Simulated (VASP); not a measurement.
A run of VASP 6.6.1 is set up as follows.

INCAR

```
SYSTEM = CdS
  PREC = Accurate
  ENCUT = 520
  EDIFF = 1E-6
  ISMEAR = 0
  SIGMA = 0.01
  LREAL = .FALSE.
  LASPH = .TRUE.
  NELM = 100
  ALGO = Normal
  ISIF = 2
  LWAVE = .FALSE.
  LCHARG = .FALSE.
  GGA = CA
  NBANDS = 26
```

Contents of KPOINTS:

```
Automatic mesh
0
G
  9 9 4
  0 0 0
```

Contents of POSCAR:

```
CdS
1.0
    4.0738866863      0.0000000000      0.0000000000
   -2.0369433432      3.5280893625      0.0000000000
    0.0000000000      0.0000000000      6.6385814430
Cd S
2 2
Direct
    0.3333333333      0.6666666667     -0.0615000000
    0.6666666667      0.3333333333      0.4385000000
    0.3333333333      0.6666666667      0.4385000000
    0.6666666667      0.3333333333      0.9385000000
```

Potentials or basis: VASP PAW LDA potentials, release 64 (Cd, S).

Command:

```sh
$ cat potpaw_LDA.64/Cd/POTCAR potpaw_LDA.64/S/POTCAR > POTCAR
$ mpirun -np 1 vasp_std > vasp.out
```

Question: What does it give for the pressure?

Answer: 5.1 GPa.

Question: What does it give for the band gap on the k mesh?

Answer: 1.33 eV.

Stress tensor (GPa, compression positive):
```
 9.44  0.00  0.00
 0.00  9.44  0.00
 0.00  0.00 -3.48
```

Caveat: the cell differs from its parent crystal (atoms moved along the polar distortion); the stress differs along the axes, from -3 to 9 GPa.
